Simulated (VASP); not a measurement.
Wanted: the native input for a VASP 6.6.1 run.

```yaml
Task: single point
Functional: PBEsol
Potentials_or_basis: VASP PAW PBE potentials, release 64 (Zn)
Cutoff: 520 eV
k_mesh: 18 × 18 × 4
Occupations: gaussian, width 0.1 eV
Spin: no spin polarisation
Dipole_correction: no
Further_INCAR_settings: ALGO = Fast; EDIFF = 1e-06; NBANDS = 32
```

The structure of Zn lies in POSCAR:

```
Zn
1.0
    2.5871268840      0.0000000000      0.0000000000
   -1.2935634420      2.2405176044      0.0000000000
    0.0000000000      0.0000000000      9.8878595877
Zn
4
Direct
    0.0000000000      0.0000000000      0.0000000000
    0.3333333333      0.6666666667      0.2500000000
    0.0000000000      0.0000000000      0.5000000000
    0.6666666667      0.3333333333      0.7500000000
```

The input as run:

INCAR

```
ALGO = Fast ; EDIFF = 1E-6
ENCUT = 520 ; GGA = PS
ISIF = 2 ; ISMEAR = 0
LASPH = T ; LCHARG = F
LREAL = F ; LWAVE = F
NBANDS = 32 ; NELM = 100
PREC = Accurate ; SIGMA = 0.1
```

KPOINTS

```
k-points
0
Gamma
  18 18 4
```

Potentials or basis: VASP PAW PBE potentials, release 64 (Zn).

Launch:

```sh
$ cat potpaw_PBE.64/Zn/POTCAR > POTCAR
$ mpirun -np 1 vasp_std > vasp.out
```

It gave:

The pressure is 0.6 GPa and the band gap on the k mesh is zero (bands 24 and 25 overlap by 5.15 eV).

Caveat: the PAW data sets were made with another functional, which shifts forces and pressure a little.

Run time: 86 s on 1 thread of Intel(R) Xeon(R) 6975P-C (Granite Rapids) (shared host), peak memory 0.27 GiB.
